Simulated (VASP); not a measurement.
# TiAl16N16 (a cell with a defect) in VASP: notebook

The runs below take TiAl16N16 (a cell with a defect) through single point, with PBE.

Program: VASP 6.6.1. These are calculated values, not measurements. Logs are shortened: lines on timing, memory, paths and dates and some standing lists are left out, and cuts for length are marked.

## Step 1: The cell of the first run

The cell holds a defect, 33 atoms: a = 6.260 Å, b = 6.260 Å, c = 10.035 Å, α = 90.00°, β = 90.00°, γ = 120.00°.

## Step 2: Single point, PBE

Input file INCAR:

```
PREC = Accurate
ENCUT = 520
EDIFF = 1E-6
ISMEAR = -1
SIGMA = 0.01
LREAL = Auto
LASPH = T
NELM = 120
ALGO = Normal
ISIF = 2
LWAVE = F
LCHARG = T
GGA = PE
LELF = T
LVHAR = T
NELECT = 138.0
NBANDS = 92
GGA_COMPAT = F
```

Input file KPOINTS:

```
regular mesh
0
Gamma
  1 1 1
```

Input file POSCAR:

```
TiAl16N16
1.0
    6.2595139092      0.0000000618      0.0000000000
   -3.1297570081      5.4208980298      0.0000000000
    0.0000000000      0.0000000000     10.0348065900
Al N Ti
16 16 1
Direct
    0.3668855707      0.1887695818      0.2378786581
    0.1643181301      0.3273390132      0.4992916141
    0.3319558227      0.1696891275      0.7507026101
    0.1693140039      0.3373376219      1.0036054327
    0.3397773536      0.6782485375      0.2554007060
    0.1855358549      0.8273432224      0.5231327880
    0.3287762368      0.6562771381      0.7588418864
    0.1865446368      0.8499409797      0.9910559666
    0.8231769607      0.1887875174      0.2378750562
    0.6651280461      0.3289740538      0.5019412277
    0.8390279237      0.1696933785      0.7507002402
    0.6646930054      0.3280995019      0.9771214790
    0.8319978228      0.6626879002      0.1606623862
    0.6430408521      0.8273240894      0.5231549400
    0.8347607699      0.6682297585      0.7464219916
    0.6647025752      0.8499462014      0.9910494895
    0.3311456808      0.1554241598      0.4342196763
    0.1685367986      0.3357776915      0.2027554741
    0.3326353640      0.1756873650      0.9386258559
    0.1657498594      0.3302089806      0.6884565320
    0.3306320512      0.6600186158      0.4490200818
    0.1758187989      0.8491400408      0.1920111588
    0.3339593969      0.6666186237      0.9483196044
    0.1730534322      0.8327689853      0.7093798977
    0.8255815953      0.1554141074      0.4342316509
    0.6680830782      0.3348877522      0.1640536343
    0.8443470774      0.1756966922      0.9386254623
    0.6662581152      0.3312242909      0.6978295708
    0.8413627894      0.6814787106      0.4814929375
    0.6746248935      0.8491382780      0.1920271771
    0.8395990034      0.6778950931      0.9603110215
    0.6609953546      0.8327617173      0.7093961045
   -0.0372965005     -0.0757248675      0.3485325832
```

Potentials or basis: VASP PAW PBE potentials, release 64 (Al, N, Ti_sv).

On the command line:

```console
> cat potpaw_PBE.64/Al/POTCAR potpaw_PBE.64/N/POTCAR potpaw_PBE.64/Ti_sv/POTCAR > POTCAR
> mpirun -np 1 vasp_gam > vasp.out
```

OUTCAR:

```text
PREC = Accurate
   ENCUT = 520
   EDIFF = 1E-6
   ISMEAR = -1
   LREAL = Auto
   LASPH = T
   NELM = 120
   ISIF = 2
   GGA = PE
   NELECT = 138.0

 ion  position               nearest neighbor table
   1  0.367  0.189  0.238-  26 1.79  22 1.90  18 1.91  17 1.98  33 2.49   9 2.86   4 3.01  13 3.04
                            12 3.08   8 3.08  10 3.10   5 3.12   5 3.16   2 3.22
   2  0.164  0.327  0.499-  21 1.87  20 1.90  25 1.95  17 1.95  33 2.66  14 3.07   6 3.07  11 3.08
                             3 3.08   5 3.10  10 3.13  10 3.13   7 3.16   6 3.21  14 3.21   1 3.22
   3  0.332  0.170  0.751-  24 1.87  20 1.88  19 1.89  28 1.89  12 2.90   6 2.95   8 2.97   7 3.06
                             2 3.08  10 3.08  11 3.09   4 3.11  15 3.13  15 3.13  11 3.17   7 3.20
   4  0.169  0.337  0.004-  23 1.87  27 1.88  19 1.88  18 2.00   7 3.00   9 3.01   1 3.01   3 3.11
                            11 3.11  16 3.11   8 3.11   5 3.13  12 3.14  12 3.14   8 3.16  16 3.16
   5  0.340  0.678  0.255-  30 1.92  22 1.92  18 1.93  21 1.95   2 3.10   1 3.12   9 3.12   4 3.13
                            14 3.15   6 3.15   9 3.16   1 3.16   8 3.18  16 3.18  13 3.27  13 3.27
   6  0.186  0.827  0.523-  21 1.85  24 1.87  29 1.92  17 1.99  33 2.50  14 2.86   7 2.92  15 2.94
                             3 2.95   2 3.07  10 3.08   5 3.15  10 3.20   2 3.21
   7  0.329  0.656  0.759-  32 1.87  24 1.87  23 1.90  20 1.90  14 2.92   6 2.92   8 2.96  16 2.96
                             4 3.00  11 3.06   3 3.06  15 3.13  15 3.13   2 3.16   3 3.20  11 3.20
   8  0.187  0.850  0.991-  19 1.85  23 1.85  31 1.91  22 2.02  13 2.57   7 2.96   3 2.97  16 2.99
                            12 3.00   1 3.08  15 3.11   4 3.11   4 3.16   5 3.18  16 3.27  12 3.27
   9  0.823  0.189  0.238-  26 1.79  30 1.90  18 1.91  25 1.98  33 2.49   1 2.86   4 3.01  13 3.04
                            12 3.08  16 3.08  10 3.10   5 3.12   5 3.16   2 3.22
  10  0.665  0.329  0.502-  29 1.92  17 1.93  25 1.93  28 1.97  15 3.07  14 3.08   6 3.08   3 3.08
                            11 3.08   1 3.10   9 3.10   2 3.13   2 3.13   6 3.20  14 3.20
  11  0.839  0.170  0.751-  32 1.87  20 1.88  27 1.89  28 1.89  12 2.90  14 2.95  16 2.97   7 3.06
                             2 3.08  10 3.08   3 3.09   4 3.11  15 3.13  15 3.13   3 3.17   7 3.20
  12  0.665  0.328  0.977-  27 1.84  19 1.84  26 1.88  31 1.90  13 2.58   3 2.90  11 2.90  15 2.96
                             8 3.00  16 3.00   9 3.08   1 3.08   4 3.14   4 3.14  16 3.27   8 3.27
  13  0.832  0.663  0.161-  26 1.78  22 1.89  30 1.89  31 2.01  33 2.36   8 2.57  16 2.57  12 2.58
                             9 3.04   1 3.04   5 3.27   5 3.27
  14  0.643  0.827  0.523-  21 1.85  32 1.87  29 1.92  25 1.99  33 2.50   6 2.86   7 2.92  15 2.94
                            11 2.95   2 3.07  10 3.08   5 3.15  10 3.20   2 3.21
  15  0.835  0.668  0.746-  32 1.87  24 1.87  28 1.89  31 2.15  14 2.94   6 2.94  12 2.96  10 3.07
                            16 3.11   8 3.11   3 3.13  11 3.13   7 3.13   7 3.13  11 3.13   3 3.13
  16  0.665  0.850  0.991-  27 1.85  23 1.85  31 1.91  30 2.02  13 2.57   7 2.96  11 2.97   8 2.99
                            12 3.00   9 3.08  15 3.11   4 3.11   4 3.16   5 3.18   8 3.27  12 3.27
  17  0.331  0.155  0.434-  10 1.93   2 1.95   1 1.98   6 1.99  33 2.19
  18  0.169  0.336  0.203-   1 1.91   9 1.91   5 1.93   4 2.00
  19  0.333  0.176  0.939-  12 1.84   8 1.85   4 1.88   3 1.89
  20  0.166  0.330  0.688-  11 1.88   3 1.88   2 1.90   7 1.90
  21  0.331  0.660  0.449-   6 1.85  14 1.85   2 1.87   5 1.95
  22  0.176  0.849  0.192-  13 1.89   1 1.90   5 1.92   8 2.02  33 2.26
  23  0.334  0.667  0.948-   8 1.85  16 1.85   4 1.87   7 1.90
  24  0.173  0.833  0.709-   7 1.87  15 1.87   6 1.87   3 1.87
  25  0.826  0.155  0.434-  10 1.93   2 1.95   9 1.98  14 1.99  33 2.19
  26  0.668  0.335  0.164-  13 1.78   9 1.79   1 1.79  12 1.88
  27  0.844  0.176  0.939-  12 1.84  16 1.85   4 1.88  11 1.89
  28  0.666  0.331  0.698-  11 1.89   3 1.89  15 1.89  10 1.97
  29  0.841  0.681  0.481-  33 1.87   6 1.92  14 1.92  10 1.92
  30  0.675  0.849  0.192-  13 1.89   9 1.90   5 1.92  16 2.02  33 2.26
  31  0.840  0.678  0.960-  12 1.90  16 1.91   8 1.91  13 2.01  15 2.15
  32  0.661  0.833  0.709-   7 1.87  15 1.87  14 1.87  11 1.87
  33  0.963  0.924  0.349-  29 1.87  25 2.19  17 2.19  30 2.26  22 2.26  13 2.36   9 2.49   1 2.49
                            14 2.50   6 2.50   2 2.66

  LATTYP: Found a hexagonal cell.
 ALAT       =     6.2595139092
 C/A-ratio  =     1.6031287310

  Lattice vectors:

 A1 = (   6.2595139092,   0.0000000618,   0.0000000000)
 A2 = (  -3.1297570081,   5.4208980298,   0.0000000000)
 A3 = (   0.0000000000,   0.0000000000,  10.0348065900)

Analysis of symmetry for initial positions (statically):
=====================================================================
 Subroutine PRICEL returns:
 Original cell was already a primitive cell.

 Routine SETGRP: Setting up the symmetry group for a
 hexagonal supercell.

 Subroutine GETGRP returns: Found  1 space group operations
 (whereof  1 operations were pure point group operations)
 out of a pool of 24 trial point group operations.

The static configuration has the point symmetry C_1 .

Analysis of symmetry for dynamics (positions and initial velocities):
=====================================================================
 Subroutine PRICEL returns:
 Original cell was already a primitive cell.

 Routine SETGRP: Setting up the symmetry group for a
[... 68 lines left out ...]
                 6           6
[... 25 lines left out ...]
                32          32
                33          33

----------------------------------------------------------------------------------------

 KPOINTS: regular mesh

Automatic generation of k-mesh.
 Grid dimensions read from file:
 generate k-points for:    1    1    1

 Generating k-lattice:

  Cartesian coordinates                     Fractional coordinates (reciprocal lattice)
     0.159756813  0.092235641  0.000000000     1.000000000 -0.000000000  0.000000000
    -0.000000002  0.184471279  0.000000000     0.000000000  1.000000000  0.000000000
     0.000000000  0.000000000  0.099653141     0.000000000  0.000000000  1.000000000

  Length of vectors
     0.184471279  0.184471279  0.099653141

  Shift w.r.t. Gamma in fractional coordinates (k-lattice)
     0.000000000  0.000000000  0.000000000

 Subroutine IBZKPT returns following result:
 ===========================================

 Found      1 irreducible k-points:

 Following reciprocal coordinates:
            Coordinates               Weight
  0.000000  0.000000  0.000000      1.000000
   k-points           NKPTS =      1   k-points in BZ     NKDIM =      1   number of bands    NBANDS=     92
   number of dos      NEDOS =    301   number of ions     NIONS =     33
   total plane-waves  NPLWV = 184320
   dimension x,y,z NGX =    48 NGY =   48 NGZ =   80
   dimension x,y,z NGXF=    96 NGYF=   96 NGZF=  160
   ions per type =              16  16   1
   NGX,Y,Z   is equivalent  to a cutoff of  12.75, 12.75, 13.25 a.u.
   NGXF,Y,Z  is equivalent  to a cutoff of  25.50, 25.50, 26.51 a.u.
 SYSTEM =  unknown system
   PREC   = accura    normal or accurate (medium, high low for compatibility)
   ISTART =      0    job   : 0-new  1-cont  2-samecut
   ICHARG =      2    charge: 1-file 2-atom 10-const
   ISPIN  =      1    spin polarized calculation?
   LNONCOLLINEAR =      F non collinear calculations
   LSORBIT =      F    spin-orbit coupling
   LASPH  =      T    aspherical Exc in radial PAW
   ENCUT  =  520.0 eV  38.22 Ry    6.18 a.u.  11.64 11.64 18.66*2*pi/ulx,y,z
   NELM   =    120;   NELMIN=  2; NELMDL= -5     # of ELM steps
   EDIFF  = 0.1E-05   stopping-criterion for ELM
   LREAL  =      T    real-space projection
   EDIFFG = 0.1E-04   stopping-criterion for IOM
   NSW    =      0    number of steps for IOM
   IBRION =     -1    ionic relax: 0-MD 1-quasi-New 2-CG
   NFREE  =      0    steps in history (QN), initial steepest desc. (CG)
   ISIF   =      2    stress and relaxation
   ISYM   =      2    0-nonsym 1-usesym 2-fastsym
   POTIM  = 0.5000    time-step for ionic-motion
   TEBEG  =    0.0;   TEEND  =   0.0 temperature during run
   PSTRESS=    0.0 pullay stress
   NELECT =     138.0000    total number of electrons
   NUPDOWN=      -1.0000    fix difference up-down
   EMIN   =  10.00;   EMAX   =-10.00  energy-range for DOS
   EFERMI =   0.00;   METHOD = LEGACY
   ISMEAR =    -1;   SIGMA  =   0.01  broadening in eV -4-tet -1-fermi 0-gaus
   EFERMI_NEDOS =   21; number of points for ismear=-14 and -15
   IALGO  =     38    algorithm
   IMIX   =      4    mixing-type and parameters
     AMIX     =   0.40;   BMIX     =  1.00
     AMIX_MAG =   1.60;   BMIX_MAG =  1.00
  volume/ion in A,a.u.               =      10.32        69.63
  Fermi-wavevector in a.u.,A,eV,Ry     =   1.211512  2.289425 19.970092  1.467760
  Thomas-Fermi vector in A             =   2.347025
   LORBIT       =      0    0 simple, 1 ext, 2 COOP (PROOUT), +10 PAW based schemes
   GGA     = PE    functional components
   LHFCALC =     F    Hartree Fock is set to
   AEXX    =    0.0000 exact exchange contribution
   IVDW    =     0    specifies the selected vdW correction
   LEPSILON=     F    determine dielectric tensor
   LRPA    =     F    only Hartree local field effects (RPA)
 non-spin polarized calculation
  energy-cutoff  :      520.00
  volume of cell :      340.50
 maximum number of plane-waves:      4582
 NGX is ok and might be reduce to    48
   NGX = 23   NGY = 23   NGZ = 37

 number of electron     137.9999995 magnetization

 Free energy of the ion-electron system (eV)
  ---------------------------------------------------
  ext. energy  EPLUGINS =         0.00000000
  ---------------------------------------------------
  free energy    TOTEN  =      -249.14246546 eV

  energy without entropy =     -249.14246546  energy(sigma->0) =     -249.14246546

 E-fermi :   9.6119     XC(G=0): -10.9531

 val. band max:        9.3033107063   @ k =   0.0000   0.0000   0.0000
 cond. band min:       9.8970023215   @ k =   0.0000   0.0000   0.0000
 fundamental gap:      0.5936916152
 Fermi energy:         9.6118520906

 k-point     1 :       0.0000    0.0000    0.0000
  band No.  band energies     occupation
      1     -47.7285      2.00000
      2     -24.7426      2.00000
      3     -24.0771      2.00000
      4     -23.7001      2.00000
      5      -8.6499      2.00000
      6      -7.8622      2.00000
[... 73 lines left out ...]
     80      12.2638      0.00000
     81      12.3993      0.00000
 [bands above 81 left out]

------------------------ aborting loop because EDIFF is reached ----------------------------------------

  FORCE on cell =-STRESS in cart. coord.  units (eV):
  Direction    XX          YY          ZZ          XY          YZ          ZX
  --------------------------------------------------------------------------------------
  -------------------------------------------------------------------------------------
  Total       11.4652711      1.6883836    -23.1182544     -0.0048603     -3.6669331      0.0008731
  in kB       53.9478391      7.9443955   -108.7789256     -0.0228691    -17.2541162      0.0041081
  external PRESSURE =     -15.6288970 kB  Pullay stress =       0.0000000 kB

 VOLUME and BASIS-vectors are now :
 -----------------------------------------------------------------------------
  energy-cutoff  :      520.00
  volume of cell :      340.50
      direct lattice vectors                 reciprocal lattice vectors
     6.259513909  0.000000062  0.000000000     0.159756813  0.092235641  0.000000000
    -3.129757008  5.420898030  0.000000000    -0.000000002  0.184471279  0.000000000
     0.000000000  0.000000000 10.034806590     0.000000000  0.000000000  0.099653141

 POSITION                                       TOTAL-FORCE (eV/Angst)
 -----------------------------------------------------------------------------------
      1.70572      1.02330      2.38707        -0.003258     -0.018812      0.009873
      0.00406      1.77447      5.01029        -0.001185     -0.009217      0.003256
      1.54680      0.91987      7.53316         0.000167     -0.004990     -0.006414
      0.00404      1.82867      0.03618         0.001772      0.009872     -0.005606
      0.00409      3.67672      2.56290        -0.001271      0.020363      0.007425
     -1.42802      4.48494      5.24954        -0.010629      0.001223     -0.007129
[... 25 lines left out ...]
      1.53117      4.51432      7.11865         0.000850      0.000361      0.007001
      3.13330      5.01040      3.49746         0.015688     -0.000964      0.001884
 -----------------------------------------------------------------------------------
    total drift:                                0.002635      0.002117      0.000994

  FREE ENERGIE OF THE ION-ELECTRON SYSTEM (eV)
  ---------------------------------------------------
  free  energy   TOTEN  =      -249.1424654601 eV

  energy  without entropy=     -249.1424654601  energy(sigma->0) =     -249.14246546
```

Wall time 1.7 min (1 thread of Intel Xeon Platinum 8259CL at 2.50GHz (Skylake/Cascade Lake), shared host); peak memory 0.42 GiB.

Results:

```
Free energy   : -249.1425 eV
Largest force : 0.033 eV/Å
```

Forces on the atoms (eV/Å):
```
Al  -0.003 -0.019  0.010
Al  -0.001 -0.009  0.003
Al   0.000 -0.005 -0.006
Al   0.002  0.010 -0.006
Al  -0.001  0.020  0.007
Al  -0.011  0.001 -0.007
Al   0.000  0.002 -0.010
Al  -0.003 -0.005  0.003
Al   0.000 -0.017  0.010
Al  -0.001  0.003  0.002
Al  -0.002 -0.004 -0.006
Al  -0.001 -0.003 -0.010
Al   0.000  0.030  0.014
Al   0.008  0.001 -0.007
Al   0.001  0.003 -0.002
Al   0.005 -0.005  0.002
N    0.004  0.016  0.002
N    0.000  0.006 -0.010
N    0.000  0.004  0.010
N    0.001  0.000  0.004
N    0.001 -0.005 -0.007
N    0.020 -0.004 -0.016
N    0.000 -0.011  0.003
N   -0.001  0.000  0.007
N   -0.009  0.017 -0.001
N    0.000  0.000  0.005
N    0.000  0.004  0.010
N    0.000  0.001  0.007
N    0.000 -0.021  0.015
N   -0.023 -0.002 -0.018
N   -0.001 -0.008 -0.014
N    0.001  0.000  0.007
Ti   0.016 -0.001  0.002
```

Caveat: the k points lie up to 1.16 Å⁻¹ apart, too coarse for converged energies, forces and pressures; the cell carries a net charge on a neutralising background, which shifts energy and pressure; the cell is charged against a uniform background, so pressure and absolute levels hang on convention.

## Step 3: Single point, PBE

Input file INCAR:

```
SYSTEM = TiAl16N16
PREC = Accurate ; ENCUT = 520
EDIFF = 1E-6 ; ISMEAR = -1
SIGMA = 0.01 ; LREAL = Auto
LASPH = .TRUE. ; NELM = 120
ALGO = Normal ; ISIF = 2
LWAVE = .FALSE. ; LCHARG = .TRUE.
GGA = PE ; LELF = .TRUE.
LVHAR = .TRUE. ; NELECT = 138.0
NBANDS = 92 ; GGA_COMPAT = .FALSE.
```

Input file KPOINTS:

```
regular mesh
0
G
  1 1 1
  0 0 0
```

Input file POSCAR:

```
TiAl16N16
1.0
    6.2595139100      0.0000000600      0.0000000000
   -3.1297570100      5.4208980300      0.0000000000
    0.0000000000      0.0000000000     10.0348065900
Al N Ti
16 16 1
Direct
    0.3591900852      0.1851011571      0.2730153358
    0.1632449038      0.3314237974      0.5005123954
    0.3376267529      0.1859215272      0.7407940921
    0.1792664046      0.3662979888      0.9875954364
    0.3371512760      0.6646571629      0.2517217908
    0.1675323942      0.8342243794      0.4960954169
    0.3376427736      0.6641335039      0.7268194523
    0.1703910976      0.8313795207      0.9105472002
    0.8379832860      0.1637960724      0.2490876754
    0.6735309566      0.3282537616      0.5086353342
    0.8329832520      0.1687838990      0.7534196568
    0.6625577450      0.3392072718      1.0052049529
    0.8167272155      0.6426330264      0.2729803353
    0.6703493191      0.8385188869      0.5005144346
    0.8158393640      0.6641347743      0.7408078920
    0.6355082903      0.8225243410      0.9876026836
    0.3413090427      0.1725670893      0.4592777451
    0.1766363080      0.3305093684      0.1839442959
    0.3278327960      0.1752650940      0.9417322132
    0.1579492536      0.3320497605      0.6884715213
    0.3360479304      0.6657224955      0.4476750865
    0.1608723838      0.8409715778      0.2315524723
    0.3343203652      0.6674838452      0.9137679892
    0.1627592641      0.8389950637      0.7100550501
    0.8365483507      0.1652131770      0.4382237417
    0.6716162560      0.3301777374      0.1988385363
    0.8338412540      0.1679334146      0.9525551643
    0.6684059593      0.3333650451      0.6980876621
    0.8291983721      0.6604598196      0.4592441451
    0.6712680725      0.8251411885      0.1839204173
    0.8265132321      0.6739472641      0.9417445554
    0.6697278921      0.8438190096      0.6884735613
    0.0396661188     -0.0377410212      0.0983695635
```

Potentials or basis: VASP PAW PBE potentials, release 64 (Al, N, Ti_sv).

On the command line:

```console
> cat potpaw_PBE.64/Al/POTCAR potpaw_PBE.64/N/POTCAR potpaw_PBE.64/Ti_sv/POTCAR > POTCAR
> mpirun -np 1 vasp_gam > vasp.out
```

Wall time 1.7 min (1 thread of Intel Xeon Platinum 8259CL at 2.50GHz (Skylake/Cascade Lake), shared host); peak memory 0.42 GiB.

Results (log left out):

```yaml
Free_energy: -249.1425 eV
Largest_force: 0.030 eV/Å
```

Forces on the atoms (eV/Å):
```
Al   0.001  0.001 -0.006
Al   0.007 -0.001  0.003
Al   0.003 -0.010  0.002
Al   0.002 -0.011  0.004
Al   0.003 -0.003 -0.002
Al  -0.002  0.003  0.006
Al  -0.005  0.001  0.001
Al  -0.018  0.010 -0.005
Al   0.004 -0.004 -0.006
Al  -0.003  0.002 -0.006
Al  -0.003  0.003 -0.003
Al  -0.007  0.005  0.006
Al  -0.002 -0.001 -0.006
Al   0.003 -0.004  0.003
Al   0.011  0.001  0.001
Al   0.010  0.003  0.005
N   -0.002  0.001 -0.002
N   -0.007  0.025  0.011
N    0.007  0.015 -0.007
N   -0.003  0.002  0.000
N    0.003 -0.001 -0.002
N    0.025 -0.015  0.010
N    0.000  0.001  0.011
N    0.003 -0.001 -0.011
N    0.001  0.000  0.003
N    0.004 -0.002 -0.005
N   -0.007  0.005 -0.009
N    0.003 -0.001  0.002
N   -0.001  0.002 -0.001
N   -0.022 -0.003  0.014
N   -0.006 -0.013 -0.007
N   -0.003  0.001 -0.001
Ti  -0.001 -0.009 -0.004
```

Levels at points of the mesh, in eV from the Fermi level:
```tsv
k point	band 67	band 68	band 69	band 70	band 71	band 72
(0.00, 0.00, 0.00)	-3.31	-2.91	-0.31	0.28	0.57	0.71
```

Caveat: the k points lie up to 1.16 Å⁻¹ apart, too coarse for converged energies, forces and pressures; the cell carries a net charge on a neutralising background, which shifts energy and pressure; the cell is charged against a uniform background, so pressure and absolute levels hang on convention.

(Continued in part 2 of 2.)
